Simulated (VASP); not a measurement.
# Ga (P2_1/m) in VASP: a series of runs, part 2 of 2

VASP 6.6.1.

**3. Single point, PBEsol (strained and its atoms moved)**

INCAR reads:

```
PREC = Accurate ; ENCUT = 520
EDIFF = 1E-6 ; ISMEAR = 0
SIGMA = 0.1 ; LREAL = False
LASPH = True ; NELM = 100
ALGO = Normal ; ISIF = 2
LWAVE = False ; LCHARG = True
GGA = PS ; LELF = True
LVHAR = True ; NBANDS = 20
```

KPOINTS reads:

```
regular mesh
0
Gamma
  16 12 10
```

POSCAR reads:

```
Ga
1.0
    2.8700266610      0.0000000000      0.0115304517
    0.0000000000      3.4824432479      0.0000000000
   -1.3711643882      0.0000000000      4.1021316768
Ga
2
Direct
    0.8643996207      0.2500000000      0.2533644090
    0.1356003793      0.7500000000      0.7466355910
```

Potentials or basis: VASP PAW PBE potentials, release 64 (Ga_d).

On the command line:

```bash
> cat potpaw_PBE.64/Ga_d/POTCAR > POTCAR
> mpirun -np 1 vasp_std > vasp.out
```

OUTCAR:

```text
PREC = Accurate
   ENCUT = 520
   EDIFF = 1E-6
   ISMEAR = 0
   LREAL = False
   LASPH = True
   NELM = 100
   ISIF = 2
   GGA = PS

 ion  position               nearest neighbor table
   1  0.864  0.250  0.253-   2 2.67   2 2.67
   2  0.136  0.750  0.747-   1 2.67   1 2.67

  LATTYP: Found a simple monoclinic cell.
 ALAT       =     2.8700498229
 B/A-ratio  =     1.2133737958
 C/A-ratio  =     1.5070210688
 COS(beta)  =    -0.3132028502

  Lattice vectors:

 A1 = (   2.8700266610,   0.0000000000,   0.0115304517)
 A2 = (   0.0000000000,   3.4824432479,   0.0000000000)
 A3 = (  -1.3711643882,   0.0000000000,   4.1021316768)

Analysis of symmetry for initial positions (statically):
=====================================================================
 Subroutine PRICEL returns:
 Original cell was already a primitive cell.

 Routine SETGRP: Setting up the symmetry group for a
 simple monoclinic supercell.

 Subroutine GETGRP returns: Found  4 space group operations
 (whereof  2 operations were pure point group operations)
 out of a pool of  4 trial point group operations.

The static configuration has the point symmetry S_2 .
 The point group associated with its full space group is C_2h.

Analysis of symmetry for dynamics (positions and initial velocities):
=====================================================================
 Subroutine PRICEL returns:
 Original cell was already a primitive cell.

 Routine SETGRP: Setting up the symmetry group for a
 simple monoclinic supercell.

 Subroutine GETGRP returns: Found  4 space group operations
 (whereof  2 operations were pure point group operations)
 out of a pool of  4 trial point group operations.

The dynamic configuration has the point symmetry S_2 .
 The point group associated with its full space group is C_2h.

[... 105 lines left out ...]
   ISYM   =      2    0-nonsym 1-usesym 2-fastsym
   POTIM  = 0.5000    time-step for ionic-motion
   TEBEG  =    0.0;   TEEND  =   0.0 temperature during run
   PSTRESS=    0.0 pullay stress
   NELECT =      26.0000    total number of electrons
   NUPDOWN=      -1.0000    fix difference up-down
   EMIN   =  10.00;   EMAX   =-10.00  energy-range for DOS
   EFERMI =   0.00;   METHOD = LEGACY
   ISMEAR =     0;   SIGMA  =   0.10  broadening in eV -4-tet -1-fermi 0-gaus
   EFERMI_NEDOS =   21; number of points for ismear=-14 and -15
   IALGO  =     38    algorithm
   IMIX   =      4    mixing-type and parameters
     AMIX     =   0.40;   BMIX     =  1.00
     AMIX_MAG =   1.60;   BMIX_MAG =  1.00
  volume/ion in A,a.u.               =      20.53       138.53
  Fermi-wavevector in a.u.,A,eV,Ry     =   1.405870  2.656709 26.891511  1.976470
  Thomas-Fermi vector in A             =   2.528288
   LORBIT       =      0    0 simple, 1 ext, 2 COOP (PROOUT), +10 PAW based schemes
   GGA     = PS    functional components
   LHFCALC =     F    Hartree Fock is set to
   AEXX    =    0.0000 exact exchange contribution
   IVDW    =     0    specifies the selected vdW correction
   LEPSILON=     F    determine dielectric tensor
   LRPA    =     F    only Hartree local field effects (RPA)
 non-spin polarized calculation
 Gauss-broadening in eV      SIGMA  =   0.10
  energy-cutoff  :      520.00
  volume of cell :       41.05
 maximum number of plane-waves:      1126
 NGX is ok and might be reduce to    24
   NGX = 11   NGY = 13   NGZ = 17

 number of electron      25.9999991 magnetization

 Free energy of the ion-electron system (eV)
  ---------------------------------------------------
  ext. energy  EPLUGINS =         0.00000000
  ---------------------------------------------------
  free energy    TOTEN  =        -6.53468926 eV

  energy without entropy =       -6.52993813  energy(sigma->0) =       -6.53231369

 E-fermi :   4.5625     XC(G=0): -10.6930

 val. band max:        4.5622697186   @ k =   0.0000   0.4167   0.2000
 cond. band min:       4.5657870168   @ k =   0.0000   0.0000   0.1000
 fundamental gap:      0.0035172982
 Fermi energy:         4.5624703992

 k-point     1 :       0.0000    0.0000    0.0000
  band No.  band energies     occupation
      1     -10.4304      2.00000
      2     -10.3785      2.00000
      3     -10.3766      2.00000
      4     -10.3125      2.00000
      5     -10.1129      2.00000
      6     -10.1123      2.00000
[... 541 lines left out ...]
     19      14.5790      0.00000
     20      15.2737      0.00000

 [... further k-points ...]
[... 5 lines left out ...]
  --------------------------------------------------------------------------------------
  -------------------------------------------------------------------------------------
  Total       -1.7776265     -1.1359533     -1.0357220      0.0000000      0.0000000      0.0071644
  in kB      -69.3727162    -44.3311153    -40.4195419      0.0000000      0.0000000      0.2795956
  external PRESSURE =     -51.3744578 kB  Pullay stress =       0.0000000 kB

 VOLUME and BASIS-vectors are now :
 -----------------------------------------------------------------------------
  energy-cutoff  :      520.00
  volume of cell :       41.05
      direct lattice vectors                 reciprocal lattice vectors
     2.870026661  0.000000000  0.011530452     0.347961545  0.000000000  0.116308426
     0.000000000  3.482443248  0.000000000     0.000000000  0.287154715  0.000000000
    -1.371164388  0.000000000  4.102131677    -0.000978066  0.000000000  0.243448770

 POSITION                                       TOTAL-FORCE (eV/Angst)
 -----------------------------------------------------------------------------------
      2.13345      0.87061      1.04930        -0.013594      0.000000     -0.516068
     -0.63458      2.61183      3.06436         0.013594     -0.000000      0.516068
 -----------------------------------------------------------------------------------
    total drift:                                0.000000      0.000000     -0.000000

  FREE ENERGIE OF THE ION-ELECTRON SYSTEM (eV)
  ---------------------------------------------------
  free  energy   TOTEN  =        -6.5346892612 eV

  energy  without entropy=       -6.5299381260  energy(sigma->0) =       -6.53231369
```

OSZICAR:

```text
N       E                     dE             d eps       ncg     rms          rms(c)
DAV:   1     0.133958246615E+03    0.13396E+03   -0.13302E+04 23844   0.239E+03
DAV:   2     0.546715272479E+01   -0.12849E+03   -0.12525E+03 23752   0.385E+02
DAV:   3    -0.641821479839E+01   -0.11885E+02   -0.11816E+02 25880   0.960E+01
DAV:   4    -0.660793063302E+01   -0.18972E+00   -0.18957E+00 26348   0.134E+01
DAV:   5    -0.661110996172E+01   -0.31793E-02   -0.31792E-02 26252   0.171E+00    0.138E+00
DAV:   6    -0.654694523325E+01    0.64165E-01   -0.13128E-01 31532   0.559E+00    0.662E-01
DAV:   7    -0.653606461665E+01    0.10881E-01   -0.22539E-02 32296   0.185E+00    0.205E-01
DAV:   8    -0.653469092346E+01    0.13737E-02   -0.24736E-03 24716   0.654E-01    0.223E-02
DAV:   9    -0.653468772505E+01    0.31984E-05   -0.14375E-04 28032   0.110E-01    0.743E-03
DAV:  10    -0.653468886357E+01   -0.11385E-05   -0.11893E-05 25148   0.378E-02    0.349E-03
DAV:  11    -0.653468926125E+01   -0.39767E-06   -0.98035E-07 15324   0.115E-02
   1 F= -.65346893E+01 E0= -.65323137E+01  d E =-.475114E-02
```

Wall time 2.2 min (1 thread of Intel Xeon Platinum 8488C (Sapphire Rapids), shared host); peak memory 0.45 GiB.

What came out:

* Free energy: -6.5347 eV
* Pressure: -5.1 GPa
* Largest force: 0.516 eV/Å
* Band gap on the k mesh: zero (band 13 reaches 8.27 eV, above the bottom of band 14 at 0.64 eV)

Forces in eV/Å, atoms in the order of the input:
```
Ga  -0.014  0.000 -0.516
Ga   0.014  0.000  0.516
```

Levels at points of the mesh, in eV from the Fermi level:
```tsv
k point	band 9	band 10	band 11	band 12	band 13	band 14	band 15	band 16	band 17	band 18
(0.00, 0.00, 0.00)	-14.62	-14.51	-10.47	-1.70	-1.64	1.36	5.11	9.19	9.24	9.42
(0.50, 0.00, 0.00)	-14.57	-14.54	-6.02	-4.55	-0.71	-0.06	5.10	5.64	8.00	8.16
(0.00, 0.50, 0.00)	-14.59	-14.59	-7.37	-7.37	1.78	1.78	2.44	2.44	10.62	10.62
(0.50, 0.50, 0.00)	-14.54	-14.54	-3.04	-3.04	-1.48	-1.48	2.00	2.00	4.76	4.76
(0.00, 0.00, 0.50)	-14.62	-14.59	-8.36	-8.08	3.68	4.03	5.15	5.32	6.95	10.38
(0.50, 0.00, 0.50)	-14.55	-14.53	-5.94	-4.35	-1.09	-0.41	5.08	5.87	8.30	8.67
(0.00, 0.50, 0.50)	-14.66	-14.66	-5.81	-5.81	-3.93	-3.93	9.94	9.94	11.20	11.20
(0.50, 0.50, 0.50)	-14.55	-14.55	-3.00	-3.00	-1.29	-1.29	1.77	1.77	4.21	4.21
```

Caveat: the cell differs from its parent crystal (strained and its atoms moved); the PAW data sets were made with another functional, which shifts forces and pressure a little.
